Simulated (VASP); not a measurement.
# Ca in VASP: single point with r2SCAN

Aim: the single point of Ca with r2SCAN.

All numbers are computed with VASP 6.6.1; they aren't measurements. Logs are shortened: lines on timing, memory, paths and dates and some standing lists are left out, and cuts for length are marked.

## (1) The cell of the first run

The cell holds a slab with vacuum, 3 atoms: a = 3.938 Å, b = 3.938 Å, c = 20.569 Å, α = 90.00°, β = 90.00°, γ = 90.00°.

## (2) Single point, r2SCAN (atoms taken out)

File POSCAR:

```
Ca
1.0
    3.9377488677      0.0000000000      0.0000000000
    0.0000000000      3.9377488677      0.0000000000
    0.0000000000      0.0000000000     20.5688178540
Ca
3
Direct
    0.5000000000      0.5000000000      0.3646296084
    0.0000000000      0.0000000000      0.5000000000
    0.5000000000      0.5000000000      0.6353703916
```

File INCAR.step1:

```
  PREC = Accurate
  ENCUT = 520
  ISMEAR = 0
  SIGMA = 0.1
  LREAL = F
  LASPH = T
  NELM = 60
  LDIPOL = T
  IDIPOL = 3
  DIPOL = 0.5 0.5 0.500
  NBANDS = 22
  GGA = PE
  ALGO = Normal
  EDIFF = 1E-4
  LWAVE = T
  LCHARG = F
```

File INCAR.step2:

```
  PREC = Accurate
  ENCUT = 520
  EDIFF = 1E-6
  ISMEAR = 0
  SIGMA = 0.1
  LREAL = F
  LASPH = T
  NELM = 60
  ALGO = Normal
  ISIF = 2
  LWAVE = F
  LCHARG = F
  LDIPOL = T
  IDIPOL = 3
  DIPOL = 0.5 0.5 0.500
  METAGGA = R2SCAN
  LMIXTAU = T
  NBANDS = 22
  ISTART = 1
```

File KPOINTS:

```
Automatic mesh
0
Gamma
  9 9 1
```

Potentials or basis: VASP PAW PBE potentials, release 64 (Ca_sv).

Command:

```sh
cat potpaw_PBE.64/Ca_sv/POTCAR > POTCAR
cp INCAR.step1 INCAR
mpirun -np 1 vasp_std > vasp.out
cp INCAR.step2 INCAR
mpirun -np 1 vasp_std > vasp.out
```

OUTCAR:

```text
PREC = Accurate
   ENCUT = 520
   EDIFF = 1E-6
   ISMEAR = 0
   LREAL = F
   LASPH = T
   NELM = 60
   ISIF = 2
   METAGGA = R2SCAN
   ISTART = 1

 ion  position               nearest neighbor table
   1  0.500  0.500  0.365-
   2  0.000  0.000  0.500-
   3  0.500  0.500  0.635-

  LATTYP: Found a simple tetragonal cell.
 ALAT       =     3.9377488677
 C/A-ratio  =     5.2234966081

  Lattice vectors:

 A1 = (   3.9377488677,   0.0000000000,   0.0000000000)
 A2 = (   0.0000000000,   3.9377488677,   0.0000000000)
 A3 = (   0.0000000000,   0.0000000000,  20.5688178540)

Analysis of symmetry for initial positions (statically):
=====================================================================
 Subroutine PRICEL returns:
 Original cell was already a primitive cell.

 Routine SETGRP: Setting up the symmetry group for a
 simple tetragonal supercell.

 Subroutine GETGRP returns: Found 16 space group operations
 (whereof 16 operations were pure point group operations)
 out of a pool of 16 trial point group operations.

The static configuration has the point symmetry D_4h.

Analysis of symmetry for dynamics (positions and initial velocities):
=====================================================================
 Subroutine PRICEL returns:
 Original cell was already a primitive cell.

 Routine SETGRP: Setting up the symmetry group for a
 simple tetragonal supercell.

 Subroutine GETGRP returns: Found 16 space group operations
 (whereof 16 operations were pure point group operations)
 out of a pool of 16 trial point group operations.

The dynamic configuration has the point symmetry D_4h.

 Subroutine INISYM returns: Found 16 space group operations
 (whereof 16 operations are pure point group operations),
 and found     1 'primitive' translations

----------------------------------------------------------------------------------------

                                     Primitive cell

  volume of cell :     318.9373

  direct lattice vectors                    reciprocal lattice vectors
     3.937748868  0.000000000  0.000000000     0.253952203  0.000000000  0.000000000
     0.000000000  3.937748868  0.000000000     0.000000000  0.253952203  0.000000000
     0.000000000  0.000000000 20.568817854     0.000000000  0.000000000  0.048617281

  length of vectors
     3.937748868  3.937748868 20.568817854     0.253952203  0.253952203  0.048617281

  position of ions in fractional coordinates (direct lattice)
     0.500000000  0.500000000  0.364629608
     0.000000000  0.000000000  0.500000000
     0.500000000  0.500000000  0.635370392

  ion indices of the primitive-cell ions
   primitive index   ion index
                 1           1
                 2           2
                 3           3

----------------------------------------------------------------------------------------

 KPOINTS: Automatic mesh

Automatic generation of k-mesh.
 Grid dimensions read from file:
 generate k-points for:    9    9    1

 Generating k-lattice:

  Cartesian coordinates                     Fractional coordinates (reciprocal lattice)
     0.028216911  0.000000000  0.000000000     0.111111111  0.000000000  0.000000000
     0.000000000  0.028216911  0.000000000     0.000000000  0.111111111  0.000000000
     0.000000000  0.000000000  0.048617281     0.000000000  0.000000000  1.000000000

  Length of vectors
     0.028216911  0.028216911  0.048617281

  Shift w.r.t. Gamma in fractional coordinates (k-lattice)
     0.000000000  0.000000000  0.000000000

 Subroutine IBZKPT returns following result:
 ===========================================

 Found     15 irreducible k-points:

 Following reciprocal coordinates:
            Coordinates               Weight
  0.000000  0.000000  0.000000      1.000000
  0.111111  0.000000  0.000000      4.000000
  0.222222  0.000000  0.000000      4.000000
  0.333333  0.000000  0.000000      4.000000
  0.444444  0.000000  0.000000      4.000000
  0.111111  0.111111  0.000000      4.000000
  0.222222  0.111111  0.000000      8.000000
  0.333333  0.111111  0.000000      8.000000
  0.444444  0.111111  0.000000      8.000000
  0.222222  0.222222  0.000000      4.000000
  0.333333  0.222222  0.000000      8.000000
  0.444444  0.222222  0.000000      8.000000
  0.333333  0.333333  0.000000      4.000000
  0.444444  0.333333  0.000000      8.000000
  0.444444  0.444444  0.000000      4.000000
   k-points           NKPTS =     15   k-points in BZ     NKDIM =     15   number of bands    NBANDS=     22
   number of dos      NEDOS =    301   number of ions     NIONS =      3
   total plane-waves  NPLWV = 144000
   dimension x,y,z NGX =    30 NGY =   30 NGZ =  160
   dimension x,y,z NGXF=    60 NGYF=   60 NGZF=  320
   ions per type =               3
   NGX,Y,Z   is equivalent  to a cutoff of  12.67, 12.67, 12.93 a.u.
   NGXF,Y,Z  is equivalent  to a cutoff of  25.33, 25.33, 25.86 a.u.
 SYSTEM =  unknown system
   PREC   = accura    normal or accurate (medium, high low for compatibility)
   ISTART =      1    job   : 0-new  1-cont  2-samecut
   ICHARG =      0    charge: 1-file 2-atom 10-const
   ISPIN  =      1    spin polarized calculation?
   LNONCOLLINEAR =      F non collinear calculations
   LSORBIT =      F    spin-orbit coupling
   LASPH  =      T    aspherical Exc in radial PAW
   ENCUT  =  520.0 eV  38.22 Ry    6.18 a.u.   7.32  7.32 38.24*2*pi/ulx,y,z
   NELM   =     60;   NELMIN=  2; NELMDL=  0     # of ELM steps
   EDIFF  = 0.1E-05   stopping-criterion for ELM
   LREAL  =      F    real-space projection
   EDIFFG = 0.1E-04   stopping-criterion for IOM
   NSW    =      0    number of steps for IOM
   IBRION =     -1    ionic relax: 0-MD 1-quasi-New 2-CG
   NFREE  =      0    steps in history (QN), initial steepest desc. (CG)
   ISIF   =      2    stress and relaxation
   ISYM   =      2    0-nonsym 1-usesym 2-fastsym
   POTIM  = 0.5000    time-step for ionic-motion
   TEBEG  =    0.0;   TEEND  =   0.0 temperature during run
   PSTRESS=    0.0 pullay stress
   NELECT =      30.0000    total number of electrons
   NUPDOWN=      -1.0000    fix difference up-down
   EMIN   =  10.00;   EMAX   =-10.00  energy-range for DOS
   EFERMI =   0.00;   METHOD = LEGACY
   ISMEAR =     0;   SIGMA  =   0.10  broadening in eV -4-tet -1-fermi 0-gaus
   EFERMI_NEDOS =   21; number of points for ismear=-14 and -15
   IALGO  =     38    algorithm
   IMIX   =      4    mixing-type and parameters
     AMIX     =   0.40;   BMIX     =  1.00
     AMIX_MAG =   1.60;   BMIX_MAG =  1.00
  volume/ion in A,a.u.               =     106.31       717.43
  Fermi-wavevector in a.u.,A,eV,Ry     =   0.744526  1.406951  7.541976  0.554320
  Thomas-Fermi vector in A             =   1.839899
   LORBIT       =      0    0 simple, 1 ext, 2 COOP (PROOUT), +10 PAW based schemes
   METAGGA = R2SCAN    functional components
   LHFCALC =     F    Hartree Fock is set to
   AEXX    =    0.0000 exact exchange contribution
   IVDW    =     0    specifies the selected vdW correction
   LEPSILON=     F    determine dielectric tensor
   LRPA    =     F    only Hartree local field effects (RPA)
 non-spin polarized calculation
 Gauss-broadening in eV      SIGMA  =   0.10
  energy-cutoff  :      520.00
  volume of cell :      318.94
 maximum number of plane-waves:      8653
 NGX is ok and might be reduce to    30
   NGX = 15   NGY = 15   NGZ = 77

 dipolmoment           0.000000      0.000000      0.000000 electrons x Angstroem

 number of electron      29.9999999 magnetization

 dipolmoment           0.000000      0.000000     -0.000000 electrons x Angstroem

 Free energy of the ion-electron system (eV)
  ---------------------------------------------------
  ext. energy  EPLUGINS =         0.00000000
  ---------------------------------------------------
  free energy    TOTEN  =       -20.13316435 eV

  energy without entropy =      -20.11098572  energy(sigma->0) =      -20.12207503

 E-fermi :  -0.6685     XC(G=0):  -4.0828

 val. band max:       -0.6878105343   @ k =   0.3333   0.0000   0.0000
 cond. band min:      -0.6568233902   @ k =   0.4444   0.1111   0.0000
 fundamental gap:      0.0309871441
 Fermi energy:        -0.6684642781

 k-point     1 :       0.0000    0.0000    0.0000
  band No.  band energies     occupation
      1     -45.1366      2.00000
      2     -45.1366      2.00000
      3     -44.4255      2.00000
      4     -25.2804      2.00000
      5     -25.2786      2.00000
      6     -25.1590      2.00000
[... 14 lines left out ...]
     21       1.5156      0.00000
     22       1.9701      0.00000

 k-point     2 :       0.1111    0.0000    0.0000
  band No.  band energies     occupation
      1     -45.1361      2.00000
      2     -45.1361      2.00000
      3     -44.4250      2.00000
      4     -25.2793      2.00000
      5     -25.2780      2.00000
      6     -25.1671      2.00000
[... 14 lines left out ...]
     21       1.4770      0.00000
     22       1.8541      0.00000

 k-point     3 :       0.2222    0.0000    0.0000
  band No.  band energies     occupation
      1     -45.1349      2.00000
      2     -45.1348      2.00000
      3     -44.4237      2.00000
      4     -25.2766      2.00000
      5     -25.2765      2.00000
      6     -25.1882      2.00000
[... 14 lines left out ...]
     21       1.3640      0.00000
     22       1.6498      0.00000
[... 251 lines left out ...]
 k-point    14 :       0.4444    0.3333    0.0000
  band No.  band energies     occupation
      1     -45.1293      2.00000
      2     -45.1293      2.00000
      3     -44.4181      2.00000
      4     -25.2675      2.00000
      5     -25.2665      2.00000
      6     -25.2207      2.00000
[... 14 lines left out ...]
     21       0.9669      0.00000
     22       1.3251      0.00000

 k-point    15 :       0.4444    0.4444    0.0000
  band No.  band energies     occupation
      1     -45.1284      2.00000
      2     -45.1284      2.00000
      3     -44.4172      2.00000
      4     -25.2656      2.00000
      5     -25.2650      2.00000
      6     -25.2193      2.00000
[... 14 lines left out ...]
     21       1.2503      0.00000
     22       1.3526      0.00000

------------------------ aborting loop because EDIFF is reached ----------------------------------------

 vacuum level on the upper side and lower side of the slab       (xc-potential included)        -0.061        -0.061

  FORCE on cell =-STRESS in cart. coord.  units (eV):
  Direction    XX          YY          ZZ          XY          YZ          ZX
  --------------------------------------------------------------------------------------
  -------------------------------------------------------------------------------------
  Total       -1.0342943     -1.0342943     -0.6806832      0.0000000      0.0000000      0.0000000
  in kB       -5.1957633     -5.1957633     -3.4194028      0.0000000      0.0000000      0.0000000
  external PRESSURE =      -4.6036432 kB  Pullay stress =       0.0000000 kB

 VOLUME and BASIS-vectors are now :
 -----------------------------------------------------------------------------
  energy-cutoff  :      520.00
  volume of cell :      318.94
      direct lattice vectors                 reciprocal lattice vectors
     3.937748868  0.000000000  0.000000000     0.253952203  0.000000000  0.000000000
     0.000000000  3.937748868  0.000000000     0.000000000  0.253952203  0.000000000
     0.000000000  0.000000000 20.568817854     0.000000000  0.000000000  0.048617281

 POSITION                                       TOTAL-FORCE (eV/Angst)
 -----------------------------------------------------------------------------------
      1.96887      1.96887      7.50000         0.000000      0.000000      0.107852
      0.00000      0.00000     10.28441         0.000000      0.000000      0.000000
      1.96887      1.96887     13.06882        -0.000000     -0.000000     -0.107852
 -----------------------------------------------------------------------------------
    total drift:                                0.000000      0.000000      0.000000

  FREE ENERGIE OF THE ION-ELECTRON SYSTEM (eV)
  ---------------------------------------------------
  free  energy   TOTEN  =       -20.1331643455 eV

  energy  without entropy=      -20.1109857204  energy(sigma->0) =      -20.12207503

 vacuum level on the upper side and lower side of the slab         1.788         1.788
```

Run time: 5.7 min. Hardware: 1 thread of Intel Xeon 6975P-C (Granite Rapids), shared host; peak memory 0.43 GiB.

Results:

```yaml
Free_energy: -20.1332 eV
Largest_force: 0.108 eV/Å
Band_gap_on_the_k_mesh: zero (bands 15 and 16 overlap by 0.16 eV)
```

Forces on the atoms (eV/Å):
```
Ca   0.000  0.000  0.108
Ca   0.000  0.000  0.000
Ca   0.000  0.000 -0.108
```

Levels at points of the mesh, in eV from the Fermi level:
```tsv
k point	band 13	band 14	band 15	band 16	band 17	band 18
(0.00, 0.00, 0.00)	-3.90	-2.87	-1.39	0.34	0.72	0.82
```

Caveat: the cell differs from its parent crystal (atoms taken out); the PAW data sets were made with another functional, which shifts forces and pressure a little.

The gap in the log of VASP goes by the Fermi energy; the results here count the filled bands.